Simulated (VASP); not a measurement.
# ZrN2 (P4_2/nmc) in VASP: a series of runs

Runs on ZrN2. Level: r2SCAN. Tasks: single point.

Program: VASP 6.6.1. These are calculated values, not measurements. Logs are shortened: lines on timing, memory, paths and dates and some standing lists are left out, and cuts for length are marked.

## Step 1: The cell of the first run

Symmetry: P4_2/nmc, No. 137, tetragonal system. The conventional cell has a = 3.677 Å, b = 3.677 Å, c = 5.337 Å, α = 90.00°, β = 90.00°, γ = 90.00°. Zr (site symmetry -4m2) has 8 N at 2.12 to 2.45 Å within 2.8 Å. Within 2.8 Å of N (site symmetry 2mm) lie 4 Zr at 2.12 to 2.45 Å and 6 N at 2.66 to 2.67 Å.

## Step 2: Single point, r2SCAN

POSCAR reads:

```
ZrN2
1.0
    3.6765775529      0.0000000000      0.0000000000
    0.0000000000      3.6765775529      0.0000000000
    0.0000000000      0.0000000000      5.3371710168
Zr N
2 4
Direct
    0.0000000000      0.0000000000      0.0000000000
    0.5000000000      0.5000000000      0.5000000000
    0.0000000000      0.5000000000      0.3032141976
    0.0000000000      0.5000000000      0.8032141976
    0.5000000000      0.0000000000      0.6967858024
    0.5000000000      0.0000000000      0.1967858024
```

INCAR.step1 reads:

```
SYSTEM = ZrN2
PREC = Accurate ; ENCUT = 520
ISMEAR = 0 ; SIGMA = 0.1
LREAL = .False. ; LASPH = .True.
NELM = 100 ; NBANDS = 31
GGA = PE ; ALGO = Normal
EDIFF = 1E-4 ; LWAVE = .True.
LCHARG = .False.
```

INCAR.step2 reads:

```
SYSTEM = ZrN2
PREC = Accurate ; ENCUT = 520
EDIFF = 1E-6 ; ISMEAR = 0
SIGMA = 0.1 ; LREAL = .False.
LASPH = .True. ; NELM = 100
ALGO = Normal ; ISIF = 2
LWAVE = .False. ; LCHARG = .False.
METAGGA = R2SCAN ; LMIXTAU = .True.
NBANDS = 31 ; ISTART = 1
```

KPOINTS reads:

```
regular mesh
0
Gamma
  6 6 4
  0 0 0
```

Potentials or basis: VASP PAW PBE potentials, release 64 (Zr_sv, N).

The run is started by

```
$ cat potpaw_PBE.64/Zr_sv/POTCAR potpaw_PBE.64/N/POTCAR > POTCAR
$ cp INCAR.step1 INCAR
$ mpirun -np 1 vasp_std > vasp.out
$ cp INCAR.step2 INCAR
$ mpirun -np 1 vasp_std > vasp.out
```

OUTCAR:

```text
SYSTEM = ZrN2
   PREC = Accurate
   ENCUT = 520
   EDIFF = 1E-6
   ISMEAR = 0
   LREAL = .False.
   LASPH = .True.
   NELM = 100
   ISIF = 2
   METAGGA = R2SCAN
   ISTART = 1

 ion  position               nearest neighbor table
   1  0.000  0.000  0.000-   4 2.12   6 2.12   4 2.12   6 2.12   3 2.45   5 2.45   5 2.45   3 2.45
                             2 3.73   2 3.73   2 3.73   2 3.73   2 3.73   2 3.73   2 3.73   2 3.73
   2  0.500  0.500  0.500-   3 2.12   5 2.12   5 2.12   3 2.12   4 2.45   6 2.45   6 2.45   4 2.45
                             1 3.73   1 3.73   1 3.73   1 3.73   1 3.73   1 3.73   1 3.73   1 3.73
   3  0.000  0.500  0.303-   2 2.12   2 2.12   1 2.45   1 2.45
   4  0.000  0.500  0.803-   1 2.12   1 2.12   2 2.45   2 2.45
   5  0.500  0.000  0.697-   2 2.12   2 2.12   1 2.45   1 2.45
   6  0.500  0.000  0.197-   1 2.12   1 2.12   2 2.45   2 2.45

  LATTYP: Found a simple tetragonal cell.
 ALAT       =     3.6765775529
 C/A-ratio  =     1.4516682812

  Lattice vectors:

 A1 = (   3.6765775529,   0.0000000000,   0.0000000000)
 A2 = (   0.0000000000,   3.6765775529,   0.0000000000)
 A3 = (   0.0000000000,   0.0000000000,   5.3371710168)

Analysis of symmetry for initial positions (statically):
=====================================================================
 Subroutine PRICEL returns:
 Original cell was already a primitive cell.

 Routine SETGRP: Setting up the symmetry group for a
 simple tetragonal supercell.

 Subroutine GETGRP returns: Found 16 space group operations
 (whereof  8 operations were pure point group operations)
 out of a pool of 16 trial point group operations.

The static configuration has the point symmetry D_2d.
 The point group associated with its full space group is D_4h.

Analysis of symmetry for dynamics (positions and initial velocities):
=====================================================================
 Subroutine PRICEL returns:
 Original cell was already a primitive cell.

 Routine SETGRP: Setting up the symmetry group for a
 simple tetragonal supercell.

 Subroutine GETGRP returns: Found 16 space group operations
 (whereof  8 operations were pure point group operations)
 out of a pool of 16 trial point group operations.

The dynamic configuration has the point symmetry D_2d.
 The point group associated with its full space group is D_4h.

 Subroutine INISYM returns: Found 16 space group operations
 (whereof  8 operations are pure point group operations),
 and found     1 'primitive' translations

----------------------------------------------------------------------------------------
[... 101 lines left out ...]
   EDIFF  = 0.1E-05   stopping-criterion for ELM
   LREAL  =      F    real-space projection
   EDIFFG = 0.1E-04   stopping-criterion for IOM
   NSW    =      0    number of steps for IOM
   IBRION =     -1    ionic relax: 0-MD 1-quasi-New 2-CG
   NFREE  =      0    steps in history (QN), initial steepest desc. (CG)
   ISIF   =      2    stress and relaxation
   ISYM   =      2    0-nonsym 1-usesym 2-fastsym
   POTIM  = 0.5000    time-step for ionic-motion
   TEBEG  =    0.0;   TEEND  =   0.0 temperature during run
   PSTRESS=    0.0 pullay stress
   NELECT =      44.0000    total number of electrons
   NUPDOWN=      -1.0000    fix difference up-down
   EMIN   =  10.00;   EMAX   =-10.00  energy-range for DOS
   EFERMI =   0.00;   METHOD = LEGACY
   ISMEAR =     0;   SIGMA  =   0.10  broadening in eV -4-tet -1-fermi 0-gaus
   EFERMI_NEDOS =   21; number of points for ismear=-14 and -15
   IALGO  =     38    algorithm
   IMIX   =      4    mixing-type and parameters
     AMIX     =   0.40;   BMIX     =  1.00
     AMIX_MAG =   1.60;   BMIX_MAG =  1.00
  volume/ion in A,a.u.               =      12.02        81.14
  Fermi-wavevector in a.u.,A,eV,Ry     =   1.388330  2.623564 26.224707  1.927462
  Thomas-Fermi vector in A             =   2.512467
   LORBIT       =      0    0 simple, 1 ext, 2 COOP (PROOUT), +10 PAW based schemes
   METAGGA = R2SCAN    functional components
   LHFCALC =     F    Hartree Fock is set to
   AEXX    =    0.0000 exact exchange contribution
   IVDW    =     0    specifies the selected vdW correction
   LEPSILON=     F    determine dielectric tensor
   LRPA    =     F    only Hartree local field effects (RPA)
 non-spin polarized calculation
 Gauss-broadening in eV      SIGMA  =   0.10
  energy-cutoff  :      520.00
  volume of cell :       72.14
 maximum number of plane-waves:      1964
 NGX is ok and might be reduce to    28
   NGX = 13   NGY = 13   NGZ = 19

 number of electron      43.9999994 magnetization

 Free energy of the ion-electron system (eV)
  ---------------------------------------------------
  ext. energy  EPLUGINS =         0.00000000
  ---------------------------------------------------
  free energy    TOTEN  =       -84.03283608 eV

  energy without entropy =      -84.02093826  energy(sigma->0) =      -84.02688717

 E-fermi :   6.4881     XC(G=0): -12.2505

 val. band max:        6.4518692770   @ k =   0.1667   0.0000   0.5000
 cond. band min:       6.4883392548   @ k =   0.1667   0.0000   0.0000
 fundamental gap:      0.0364699778
 Fermi energy:         6.4881003111

 k-point     1 :       0.0000    0.0000    0.0000
  band No.  band energies     occupation
      1     -42.6642      2.00000
      2     -42.6231      2.00000
      3     -20.4049      2.00000
      4     -20.0618      2.00000
      5     -20.0618      2.00000
      6     -19.9327      2.00000
[... 805 lines left out ...]
     30      13.3658      0.00000
     31      15.8601      0.00000

 [... further k-points ...]
[... 5 lines left out ...]
  --------------------------------------------------------------------------------------
  -------------------------------------------------------------------------------------
  Total        2.6853144      2.6853144     -0.4770031      0.0000000      0.0000000      0.0000000
  in kB       59.6358129     59.6358129    -10.5933480      0.0000000      0.0000000      0.0000000
  external PRESSURE =      36.2260926 kB  Pullay stress =       0.0000000 kB

 VOLUME and BASIS-vectors are now :
 -----------------------------------------------------------------------------
  energy-cutoff  :      520.00
  volume of cell :       72.14
      direct lattice vectors                 reciprocal lattice vectors
     3.676577553  0.000000000  0.000000000     0.271992087  0.000000000  0.000000000
     0.000000000  3.676577553  0.000000000     0.000000000  0.271992087  0.000000000
     0.000000000  0.000000000  5.337171017     0.000000000  0.000000000  0.187365178

 POSITION                                       TOTAL-FORCE (eV/Angst)
 -----------------------------------------------------------------------------------
      0.00000      0.00000      0.00000         0.000000     -0.000000     -0.000000
      1.83829      1.83829      2.66859        -0.000000      0.000000     -0.000000
      0.00000      1.83829      1.61831         0.000000     -0.000000     -0.491695
      0.00000      1.83829      4.28689         0.000000     -0.000000     -0.491695
      1.83829      0.00000      3.71886         0.000000     -0.000000      0.491695
      1.83829      0.00000      1.05028         0.000000     -0.000000      0.491695
 -----------------------------------------------------------------------------------
    total drift:                                0.000000      0.000000      0.000000

  FREE ENERGIE OF THE ION-ELECTRON SYSTEM (eV)
  ---------------------------------------------------
  free  energy   TOTEN  =       -84.0328360827 eV

  energy  without entropy=      -84.0209382552  energy(sigma->0) =      -84.02688717
```

OSZICAR.step1:

```text
N       E                     dE             d eps       ncg     rms          rms(c)
DAV:   1     0.365448217167E+03    0.36545E+03   -0.24176E+04  1860   0.142E+03
DAV:   2    -0.318131676650E+02   -0.39726E+03   -0.38629E+03  2375   0.390E+02
DAV:   3    -0.572652808164E+02   -0.25452E+02   -0.25092E+02  2891   0.885E+01
DAV:   4    -0.586461105524E+02   -0.13808E+01   -0.13774E+01  2597   0.166E+01
DAV:   5    -0.586808252268E+02   -0.34715E-01   -0.34712E-01  2542   0.248E+00    0.354E+01
DAV:   6    -0.513567406221E+02    0.73241E+01   -0.28774E+01  2192   0.283E+01    0.139E+01
DAV:   7    -0.514683889223E+02   -0.11165E+00   -0.21320E+00  2947   0.639E+00    0.745E+00
DAV:   8    -0.514705997994E+02   -0.22109E-02   -0.19504E-01  2179   0.280E+00    0.742E-01
DAV:   9    -0.514659042094E+02    0.46956E-02   -0.38050E-02  2511   0.966E-01    0.314E-01
DAV:  10    -0.514665234824E+02   -0.61927E-03   -0.52837E-03  2320   0.536E-01    0.147E-01
DAV:  11    -0.514665269384E+02   -0.34560E-05   -0.39820E-04  2244   0.148E-01
   1 F= -.51466527E+02 E0= -.51459172E+02  d E =-.147093E-01
```

Wall time 3.4 min (1 thread of Intel Xeon Platinum 8259CL at 2.50GHz (Skylake/Cascade Lake), shared host); peak memory 0.21 GiB.

What came out:

- Free energy: -84.0328 eV
- Pressure: 3.6 GPa
- Largest force: 0.492 eV/Å
- Band gap on the k mesh: zero (band 22 reaches 7.20 eV, above the bottom of band 23 at 5.99 eV)

Forces in eV/Å, atoms in the order of the input:
```
Zr   0.000  0.000  0.000
Zr   0.000  0.000  0.000
N    0.000  0.000 -0.492
N    0.000  0.000 -0.492
N    0.000  0.000  0.492
N    0.000  0.000  0.492
```

Caveat: the PAW data sets were made with another functional, which shifts forces and pressure a little.

## Step 3: Single point, r2SCAN

This run uses another cell than the first one, of 11.22 Å³/atom, 0.933 times its volume.

POSCAR reads:

```
ZrN2
1.0
    4.0786300148      0.0000000000      0.0000000000
    0.0000000000      4.0786300148      0.0000000000
    0.0000000000      0.0000000000      4.0470891217
Zr N
2 4
Direct
    0.0000000000      0.0000000000      0.0000000000
    0.5000000000      0.5000000000      0.5000000000
    0.0000000000      0.5000000000      0.3093151128
    0.0000000000      0.5000000000      0.8093151128
    0.5000000000      0.0000000000      0.6906848872
    0.5000000000      0.0000000000      0.1906848872
```

INCAR.step1 reads:

```
SYSTEM = ZrN2
PREC = Accurate ; ENCUT = 520
ISMEAR = 0 ; SIGMA = 0.1
LREAL = .FALSE. ; LASPH = .TRUE.
NELM = 60 ; NBANDS = 31
GGA = PE ; ALGO = Normal
EDIFF = 1E-4 ; LWAVE = .TRUE.
LCHARG = .FALSE.
```

INCAR.step2 reads:

```
SYSTEM = ZrN2
PREC = Accurate ; ENCUT = 520
EDIFF = 1E-6 ; ISMEAR = 0
SIGMA = 0.1 ; LREAL = .FALSE.
LASPH = .TRUE. ; NELM = 60
ALGO = Normal ; ISIF = 2
LWAVE = .FALSE. ; LCHARG = .TRUE.
METAGGA = R2SCAN ; LMIXTAU = .TRUE.
LELF = .TRUE. ; LVHAR = .TRUE.
NBANDS = 31 ; ISTART = 1
```

KPOINTS reads:

```
Automatic mesh
0
G
  10 10 8
  0 0 0
```

Potentials or basis: VASP PAW PBE potentials, release 64 (Zr_sv, N).

The run is started by

```
$ cat potpaw_PBE.64/Zr_sv/POTCAR potpaw_PBE.64/N/POTCAR > POTCAR
$ cp INCAR.step1 INCAR
$ mpirun -np 1 vasp_std > vasp.out
$ cp INCAR.step2 INCAR
$ mpirun -np 1 vasp_std > vasp.out
```

OUTCAR:

```text
SYSTEM = ZrN2
   PREC = Accurate
   ENCUT = 520
   EDIFF = 1E-6
   ISMEAR = 0
   LREAL = .FALSE.
   LASPH = .TRUE.
   NELM = 60
   ISIF = 2
   METAGGA = R2SCAN
   ISTART = 1

 ion  position               nearest neighbor table
   1  0.000  0.000  0.000-   4 2.18   6 2.18   4 2.18   6 2.18   3 2.39   5 2.39   5 2.39   3 2.39
                             2 3.52   2 3.52   2 3.52   2 3.52   2 3.52   2 3.52   2 3.52   2 3.52
   2  0.500  0.500  0.500-   3 2.18   5 2.18   5 2.18   3 2.18   4 2.39   6 2.39   6 2.39   4 2.39
                             1 3.52   1 3.52   1 3.52   1 3.52   1 3.52   1 3.52   1 3.52   1 3.52
   3  0.000  0.500  0.309-   2 2.18   2 2.18   1 2.39   1 2.39
   4  0.000  0.500  0.809-   1 2.18   1 2.18   2 2.39   2 2.39
   5  0.500  0.000  0.691-   2 2.18   2 2.18   1 2.39   1 2.39
   6  0.500  0.000  0.191-   1 2.18   1 2.18   2 2.39   2 2.39

  LATTYP: Found a simple tetragonal cell.
 ALAT       =     4.0786300148
 C/A-ratio  =     0.9922667923

  Lattice vectors:

 A1 = (   4.0786300148,   0.0000000000,   0.0000000000)
 A2 = (   0.0000000000,   4.0786300148,   0.0000000000)
 A3 = (   0.0000000000,   0.0000000000,   4.0470891217)
[... 188 lines left out ...]
 cond. band min:       8.0218077389   @ k =   0.5000   0.4000   0.5000
 fundamental gap:      0.2186568726
 Fermi energy:         7.9027761469

 k-point     1 :       0.0000    0.0000    0.0000
  band No.  band energies     occupation
      1     -41.8685      2.00000
      2     -41.7948      2.00000
      3     -19.4409      2.00000
      4     -19.3374      2.00000
      5     -19.3374      2.00000
      6     -19.0959      2.00000
[... 805 lines left out ...]
     30      15.5166      0.00000
     31      15.6449      0.00000

 [... further k-points ...]

------------------------ aborting loop because EDIFF is reached ----------------------------------------

  FORCE on cell =-STRESS in cart. coord.  units (eV):
  Direction    XX          YY          ZZ          XY          YZ          ZX
  --------------------------------------------------------------------------------------
  -------------------------------------------------------------------------------------
  Total        0.1301490      0.1301490      0.0747390      0.0000000      0.0000000      0.0000000
  in kB        3.0972769      3.0972769      1.7786331      0.0000000      0.0000000      0.0000000
  external PRESSURE =       2.6577290 kB  Pullay stress =       0.0000000 kB

 VOLUME and BASIS-vectors are now :
 -----------------------------------------------------------------------------
  energy-cutoff  :      520.00
  volume of cell :       67.32
      direct lattice vectors                 reciprocal lattice vectors
     4.078630015  0.000000000  0.000000000     0.245180366  0.000000000  0.000000000
     0.000000000  4.078630015  0.000000000     0.000000000  0.245180366  0.000000000
     0.000000000  0.000000000  4.047089122     0.000000000  0.000000000  0.247091173

 POSITION                                       TOTAL-FORCE (eV/Angst)
 -----------------------------------------------------------------------------------
      0.00000      0.00000      0.00000         0.000000     -0.000000      0.000000
      2.03932      2.03932      2.02354         0.000000      0.000000      0.000000
      0.00000      2.03932      1.25183         0.000000      0.000000     -0.005135
      0.00000      2.03932      3.27537         0.000000     -0.000000     -0.005135
      2.03932      0.00000      2.79526         0.000000      0.000000      0.005135
      2.03932      0.00000      0.77172        -0.000000     -0.000000      0.005135
 -----------------------------------------------------------------------------------
    total drift:                                0.000000     -0.000000      0.000000

  FREE ENERGIE OF THE ION-ELECTRON SYSTEM (eV)
  ---------------------------------------------------
  free  energy   TOTEN  =       -86.1056000721 eV

  energy  without entropy=      -86.1045579572  energy(sigma->0) =      -86.10507901
```

It took 11 min on 1 thread of Intel Xeon Platinum 8259CL at 2.50GHz (Skylake/Cascade Lake), shared host; peak memory 0.29 GiB.

Results:

```yaml
Free_energy: -86.1056 eV
Pressure: 0.3 GPa
Largest_force: 0.005 eV/Å
Band_gap_on_the_k_mesh: zero (filled and empty bands touch)
```

Forces on the atoms (eV/Å):
```
Zr   0.000  0.000  0.000
Zr   0.000  0.000  0.000
N    0.000  0.000 -0.005
N    0.000  0.000 -0.005
N    0.000  0.000  0.005
N    0.000  0.000  0.005
```

Stress tensor (GPa, compression positive):
```
0.31 0.00 0.00
0.00 0.31 0.00
0.00 0.00 0.18
```

Levels at points of the mesh, in eV from the Fermi level:
| k point | band 18 | band 19 | band 20 | band 21 | band 22 | band 23 | band 24 | band 25 | band 26 | band 27 |
| --- | --- | --- | --- | --- | --- | --- | --- | --- | --- | --- |
| (0.00, 0.00, 0.00) | -3.33 | -1.30 | -1.30 | -0.62 | -0.62 | 1.56 | 2.35 | 3.11 | 4.95 | 5.87 |
| (0.50, 0.00, 0.00) | -3.16 | -2.24 | -2.24 | -0.51 | -0.51 | 2.72 | 2.72 | 4.79 | 4.79 | 5.02 |
| (0.50, 0.50, 0.00) | -3.55 | -0.63 | -0.63 | -0.37 | -0.37 | 3.36 | 3.36 | 4.25 | 4.25 | 5.51 |
| (0.00, 0.00, 0.50) | -0.83 | -0.34 | -0.34 | -0.15 | -0.15 | 0.20 | 0.20 | 2.98 | 2.98 | 5.84 |
| (0.50, 0.00, 0.50) | -2.18 | -0.89 | -0.89 | -0.50 | -0.50 | 0.47 | 0.47 | 4.57 | 4.57 | 4.75 |
| (0.50, 0.50, 0.50) | -2.96 | -0.41 | -0.41 | -0.10 | -0.10 | -0.10 | -0.10 | 4.19 | 4.19 | 5.15 |

Caveat: the PAW data sets were made with another functional, which shifts forces and pressure a little.
